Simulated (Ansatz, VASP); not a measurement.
**C in VASP and in Ansatz**

```
CELL_PARAMETERS angstrom
0.00000 1.90143 1.72649
1.90143 0.00000 1.72649
1.90143 1.90143 0.00000
ATOMIC_POSITIONS crystal
C 0.50000 0.50000 0.50000
C 0.75000 0.75000 0.75000
```

Alike in both runs: task single point; functional PBE; k mesh 12 × 12 × 12; occupations gaussian, width 0.05 eV; no spin polarisation.

|  | VASP | Ansatz |
| --- | --- | --- |
| version | VASP 6.6.1 | Ansatz 0.2.0 |
| potentials or method | VASP PAW PBE potentials, release 64 (C), cutoff 520 eV | scalar-relativistic, plane waves, PAW |
| valence electrons in the cell | 8 | 8 |

VASP gave:

```
gap on the k mesh at the Fermi level (eV) : 1.75
least direct gap on the mesh (eV)         : 3.84
```

Which values does Ansatz return?

gap on the k mesh at the Fermi level (eV): 1.76; least direct gap on the mesh (eV): 3.84.
